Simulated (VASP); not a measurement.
# PbI2 (P-3m1) in VASP: single point with PBE-based global hybrid with 10 % exact exchange

Aim: the single point of PbI2 with PBE-based global hybrid with 10 % exact exchange.

Program: VASP 6.6.1. These are calculated values, not measurements. Logs are shortened: lines on timing, memory, paths and dates and some standing lists are left out, and cuts for length are marked.

### Step 1. The cell of the first run

Symmetry: P-3m1, No. 164, trigonal system. Conventional cell: a = 4.564 Å, b = 4.564 Å, c = 7.048 Å, α = 90.00°, β = 90.00°, γ = 120.00°. Pb (site symmetry -3m) has 6 I at 3.24 Å within 4.3 Å. Within 4.3 Å of I (site symmetry 3m) lie 3 Pb at 3.24 Å and 3 I at 4.21 Å.

### Step 2. Single point, PBE-based global hybrid with 10 % exact exchange

Contents of POSCAR:

```
PbI2
1.0
    4.5640816926      0.0000000000      0.0000000000
   -2.2820408463      3.9526106907      0.0000000000
    0.0000000000      0.0000000000      7.0475121411
Pb I
1 2
Direct
    0.0000000000      0.0000000000      0.0000000000
    0.3333333333      0.6666666667      0.2667068022
    0.6666666667      0.3333333333      0.7332931978
```

Contents of INCAR.step1:

```
  PREC = Accurate
  ENCUT = 400
  EDIFF = 1E-5
  ISMEAR = 0
  SIGMA = 0.01
  LREAL = F
  LASPH = T
  NELM = 120
  ALGO = Normal
  ISIF = 2
  LWAVE = T
  NBANDS = 21
  GGA = PE
  GGA_COMPAT = F
```

Contents of INCAR.step2:

```
  PREC = Accurate
  ENCUT = 400
  EDIFF = 1E-6
  ISMEAR = 0
  SIGMA = 0.01
  LREAL = F
  LASPH = T
  NELM = 120
  ALGO = Normal
  ISIF = 2
  LWAVE = F
  LCHARG = T
  GGA = PE
  LHFCALC = T
  AEXX = 0.1
  PRECFOCK = Normal
  LELF = T
  LVHAR = T
  NBANDS = 21
  ISTART = 1
  GGA_COMPAT = F
```

Contents of KPOINTS:

```
regular mesh
0
Gamma
  6 6 2
```

Potentials or basis: VASP PAW PBE potentials, release 64 (Pb_d, I).

The run is started by

```
> cat potpaw_PBE.64/Pb_d/POTCAR potpaw_PBE.64/I/POTCAR > POTCAR
> cp INCAR.step1 INCAR
> mpirun -np 1 vasp_std > vasp.out
> cp INCAR.step2 INCAR
> mpirun -np 1 vasp_std > vasp.out
```

OUTCAR:

```text
PREC = Accurate
   ENCUT = 400
   EDIFF = 1E-6
   ISMEAR = 0
   LREAL = F
   LASPH = T
   NELM = 120
   ISIF = 2
   GGA = PE
   LHFCALC = T
   AEXX = 0.1
   PRECFOCK = Normal
   ISTART = 1

 ion  position               nearest neighbor table
   1  0.000  0.000  0.000-   2 3.24   3 3.24   2 3.24   3 3.24   3 3.24   2 3.24
   2  0.333  0.667  0.267-   1 3.24   1 3.24   1 3.24
   3  0.667  0.333  0.733-   1 3.24   1 3.24   1 3.24

  LATTYP: Found a hexagonal cell.
 ALAT       =     4.5640816926
 C/A-ratio  =     1.5441248899

  Lattice vectors:

 A1 = (   4.5640816926,   0.0000000000,   0.0000000000)
 A2 = (  -2.2820408463,   3.9526106907,   0.0000000000)
 A3 = (   0.0000000000,   0.0000000000,   7.0475121411)

Analysis of symmetry for initial positions (statically):
=====================================================================
 Subroutine PRICEL returns:
 Original cell was already a primitive cell.

 Routine SETGRP: Setting up the symmetry group for a
 hexagonal supercell.

 Subroutine GETGRP returns: Found 12 space group operations
 (whereof 12 operations were pure point group operations)
 out of a pool of 24 trial point group operations.

The static configuration has the point symmetry D_3d.

Analysis of symmetry for dynamics (positions and initial velocities):
=====================================================================
 Subroutine PRICEL returns:
 Original cell was already a primitive cell.

 Routine SETGRP: Setting up the symmetry group for a
 hexagonal supercell.

 Subroutine GETGRP returns: Found 12 space group operations
 (whereof 12 operations were pure point group operations)
 out of a pool of 24 trial point group operations.

The dynamic configuration has the point symmetry D_3d.

 Subroutine INISYM returns: Found 12 space group operations
 (whereof 12 operations are pure point group operations),
 and found     1 'primitive' translations

----------------------------------------------------------------------------------------

                                     Primitive cell

  volume of cell :     127.1374

  direct lattice vectors                    reciprocal lattice vectors
     4.564081693  0.000000000  0.000000000     0.219102126  0.126498671  0.000000000
    -2.282040846  3.952610691  0.000000000     0.000000000  0.252997342  0.000000000
     0.000000000  0.000000000  7.047512141     0.000000000  0.000000000  0.141894044

  length of vectors
     4.564081693  4.564081693  7.047512141     0.252997342  0.252997342  0.141894044

  position of ions in fractional coordinates (direct lattice)
     0.000000000  0.000000000  0.000000000
     0.333333333  0.666666667  0.266706802
     0.666666667  0.333333333  0.733293198

  ion indices of the primitive-cell ions
   primitive index   ion index
                 1           1
                 2           2
                 3           3

----------------------------------------------------------------------------------------

 KPOINTS: regular mesh

Automatic generation of k-mesh.
 Grid dimensions read from file:
 generate k-points for:    6    6    2

 Generating k-lattice:

  Cartesian coordinates                     Fractional coordinates (reciprocal lattice)
     0.036517021  0.021083112  0.000000000     0.166666667 -0.000000000  0.000000000
     0.000000000  0.042166224  0.000000000     0.000000000  0.166666667  0.000000000
     0.000000000  0.000000000  0.070947022     0.000000000  0.000000000  0.500000000

  Length of vectors
     0.042166224  0.042166224  0.070947022

  Shift w.r.t. Gamma in fractional coordinates (k-lattice)
     0.000000000  0.000000000  0.000000000

 Subroutine IBZKPT returns following result:
 ===========================================

 Found     14 irreducible k-points:

 Following reciprocal coordinates:
            Coordinates               Weight
  0.000000  0.000000  0.000000      1.000000
  0.166667  0.000000  0.000000      6.000000
  0.333333  0.000000  0.000000      6.000000
  0.500000  0.000000  0.000000      3.000000
  0.166667  0.166667  0.000000      6.000000
  0.333333  0.166667  0.000000     12.000000
  0.333333  0.333333  0.000000      2.000000
  0.000000  0.000000  0.500000      1.000000
  0.166667  0.000000  0.500000      6.000000
  0.333333  0.000000  0.500000      6.000000
  0.500000  0.000000  0.500000      3.000000
  0.166667  0.166667  0.500000      6.000000
  0.333333  0.166667  0.500000     12.000000
  0.333333  0.333333  0.500000      2.000000
   k-points           NKPTS =     14   k-points in BZ     NKDIM =     72   number of bands    NBANDS=     21
   number of dos      NEDOS =    301   number of ions     NIONS =      3
   total plane-waves  NPLWV =  43200
   dimension x,y,z NGX =    30 NGY =   30 NGZ =   48
   dimension x,y,z NGXF=    60 NGYF=   60 NGZF=   96
   ions per type =               1   2
   NGX,Y,Z   is equivalent  to a cutoff of  10.93, 10.93, 11.32 a.u.
   NGXF,Y,Z  is equivalent  to a cutoff of  21.85, 21.85, 22.65 a.u.
 SYSTEM =  unknown system
   PREC   = accura    normal or accurate (medium, high low for compatibility)
   ISTART =      1    job   : 0-new  1-cont  2-samecut
   ICHARG =      0    charge: 1-file 2-atom 10-const
   ISPIN  =      1    spin polarized calculation?
   LNONCOLLINEAR =      F non collinear calculations
   LSORBIT =      F    spin-orbit coupling
   LASPH  =      T    aspherical Exc in radial PAW
   ENCUT  =  400.0 eV  29.40 Ry    5.42 a.u.   7.44  7.44 11.49*2*pi/ulx,y,z
   NELM   =    120;   NELMIN=  2; NELMDL=  0     # of ELM steps
   EDIFF  = 0.1E-05   stopping-criterion for ELM
   LREAL  =      F    real-space projection
   EDIFFG = 0.1E-04   stopping-criterion for IOM
   NSW    =      0    number of steps for IOM
   IBRION =     -1    ionic relax: 0-MD 1-quasi-New 2-CG
   NFREE  =      0    steps in history (QN), initial steepest desc. (CG)
   ISIF   =      2    stress and relaxation
   ISYM   =      3    0-nonsym 1-usesym 2-fastsym
   POTIM  = 0.5000    time-step for ionic-motion
   TEBEG  =    0.0;   TEEND  =   0.0 temperature during run
   PSTRESS=    0.0 pullay stress
   NELECT =      28.0000    total number of electrons
   NUPDOWN=      -1.0000    fix difference up-down
   EMIN   =  10.00;   EMAX   =-10.00  energy-range for DOS
   EFERMI =   0.00;   METHOD = LEGACY
   ISMEAR =     0;   SIGMA  =   0.01  broadening in eV -4-tet -1-fermi 0-gaus
   EFERMI_NEDOS =   21; number of points for ismear=-14 and -15
   IALGO  =     38    algorithm
   IMIX   =      1    mixing-type and parameters
     AMIX     =   0.40;   BMIX     =  1.00
     AMIX_MAG =   1.60;   BMIX_MAG =  1.00
  volume/ion in A,a.u.               =      42.38       285.99
  Fermi-wavevector in a.u.,A,eV,Ry     =   0.988636  1.868251 13.298349  0.977401
  Thomas-Fermi vector in A             =   2.120177
   LORBIT       =      0    0 simple, 1 ext, 2 COOP (PROOUT), +10 PAW based schemes
   GGA     = PE    functional components
   LHFCALC =     T    Hartree Fock is set to
   PRECFOCK=normal    Normal, Fast or Accurate (Low or Medium for compatibility)
   ENCUT4O =  -1.0   cutoff for four orbital integrals eV
   NKREDX  =     1    reduce k-point grid by
   NKREDY  =     1    reduce k-point grid by
   NKREDZ  =     1    reduce k-point grid by
   AEXX    =    0.1000 exact exchange contribution
   HFSCREEN=    0.0000 screening length (either q_TF or 0.3 A-1)
   HFSCREENC=   0.0000 screening length for correlation (either q_TF or 0.3 A-1)
   ENCUTFOCK=  -1.0 apply spherical cutoff to Coloumb kernel
   IVDW    =     0    specifies the selected vdW correction
   LEPSILON=     F    determine dielectric tensor
   LRPA    =     F    only Hartree local field effects (RPA)
 non-spin polarized calculation
 Gauss-broadening in eV      SIGMA  =   0.01
  energy-cutoff  :      400.00
  volume of cell :      127.14
 maximum number of plane-waves:      2326
 NGX is ok and might be reduce to    30
  NGX = 24; NGY = 24; NGZ = 36

 number of electron      27.9999997 magnetization

 Free energy of the ion-electron system (eV)
  ---------------------------------------------------
  ext. energy  EPLUGINS =         0.00000000
  ---------------------------------------------------
  free energy    TOTEN  =        -9.70930338 eV

  energy without entropy =       -9.70930338  energy(sigma->0) =       -9.70930338

 E-fermi :   2.3120     XC(G=0):  -7.4029

 val. band max:        2.2235457529   @ k =   0.0000   0.0000   0.5000
 cond. band min:       4.9807260380   @ k =   0.0000   0.0000   0.5000
 fundamental gap:      2.7571802851
 Fermi energy:         2.3119710355

 k-point     1 :       0.0000    0.0000    0.0000
  band No.  band energies     occupation
      1     -14.6244      2.00000
      2     -14.6244      2.00000
      3     -14.6069      2.00000
      4     -14.6002      2.00000
      5     -14.6002      2.00000
      6     -10.4341      2.00000
[... 13 lines left out ...]
     20      10.6927      0.00000
     21      10.7515      0.00000

 k-point     2 :       0.1667    0.0000    0.0000
  band No.  band energies     occupation
      1     -14.6338      2.00000
      2     -14.6215      2.00000
      3     -14.6046      2.00000
      4     -14.6014      2.00000
      5     -14.5987      2.00000
      6     -10.3075      2.00000
[... 13 lines left out ...]
     20      10.2254      0.00000
     21      10.8565      0.00000

 k-point     3 :       0.3333    0.0000    0.0000
  band No.  band energies     occupation
      1     -14.6537      2.00000
      2     -14.6183      2.00000
      3     -14.6070      2.00000
      4     -14.5955      2.00000
      5     -14.5929      2.00000
      6      -9.9978      2.00000
[... 13 lines left out ...]
     20      11.1118      0.00000
     21      11.6807      0.00000
[... 217 lines left out ...]
 k-point    13 :       0.3333    0.1667    0.5000
  band No.  band energies     occupation
      1     -14.6558      2.00000
      2     -14.6253      2.00000
      3     -14.6047      2.00000
      4     -14.5951      2.00000
      5     -14.5906      2.00000
      6      -9.7104      2.00000
[... 13 lines left out ...]
     20      10.9831      0.00000
     21      11.1140      0.00000

 k-point    14 :       0.3333    0.3333    0.5000
  band No.  band energies     occupation
      1     -14.6425      2.00000
      2     -14.6425      2.00000
      3     -14.5973      2.00000
      4     -14.5973      2.00000
      5     -14.5940      2.00000
      6      -9.6000      2.00000
[... 13 lines left out ...]
     20      10.5554      0.00000
     21      10.9942      0.00000

------------------------ aborting loop because EDIFF is reached ----------------------------------------

  FORCE on cell =-STRESS in cart. coord.  units (eV):
  Direction    XX          YY          ZZ          XY          YZ          ZX
  --------------------------------------------------------------------------------------
  -------------------------------------------------------------------------------------
  Total        0.7889969      0.7889969      0.7343857     -0.0000000      0.0000000      0.0000000
  in kB        9.9428886      9.9428886      9.2546823     -0.0000000      0.0000000      0.0000000
  external PRESSURE =       9.7134865 kB  Pullay stress =       0.0000000 kB

 VOLUME and BASIS-vectors are now :
 -----------------------------------------------------------------------------
  energy-cutoff  :      400.00
  volume of cell :      127.14
      direct lattice vectors                 reciprocal lattice vectors
     4.564081693  0.000000000  0.000000000     0.219102126  0.126498671  0.000000000
    -2.282040846  3.952610691  0.000000000     0.000000000  0.252997342  0.000000000
     0.000000000  0.000000000  7.047512141     0.000000000  0.000000000  0.141894044

 POSITION                                       TOTAL-FORCE (eV/Angst)
 -----------------------------------------------------------------------------------
      0.00000      0.00000      0.00000         0.000000      0.000000      0.000000
     -0.00000      2.63507      1.87962         0.000000      0.000000     -0.003170
      2.28204      1.31754      5.16789        -0.000000     -0.000000      0.003170
 -----------------------------------------------------------------------------------
    total drift:                               -0.000001     -0.000001     -0.000004

  FREE ENERGIE OF THE ION-ELECTRON SYSTEM (eV)
  ---------------------------------------------------
  free  energy   TOTEN  =        -9.7093033790 eV

  energy  without entropy=       -9.7093033790  energy(sigma->0) =       -9.70930338
```

It took 49 min on 1 thread of Intel Xeon 8259CL, shared host; peak memory 0.24 GiB.

Results:

```
Free energy            : -9.7093 eV
Pressure               : 1.0 GPa
Largest force          : 0.003 eV/Å
Band gap on the k mesh : 2.76 eV
```

Forces on the atoms (eV/Å):
```
Pb   0.000  0.000  0.000
I    0.000  0.000 -0.003
I    0.000  0.000  0.003
```

Levels at points of the mesh, in eV from the valence-band top:
| k point | band 12 | band 13 | band 14 | band 15 | band 16 | band 17 |
| --- | --- | --- | --- | --- | --- | --- |
| (0.00, 0.00, 0.00) | -0.98 | -0.98 | -0.81 | 3.02 | 3.89 | 3.89 |
| (0.50, 0.00, 0.00) | -1.67 | -0.84 | -0.42 | 3.38 | 4.20 | 5.21 |
| (0.00, 0.00, 0.50) | -0.79 | -0.79 | 0.00 | 2.76 | 3.71 | 3.71 |
| (0.50, 0.00, 0.50) | -1.41 | -1.21 | -0.75 | 3.72 | 4.25 | 4.65 |

Caveat: the k points lie up to 0.45 Å⁻¹ apart; the PAW data sets were made with another functional, which shifts forces and pressure a little; spin-orbit coupling is left out, which moves the levels of the heavy elements.
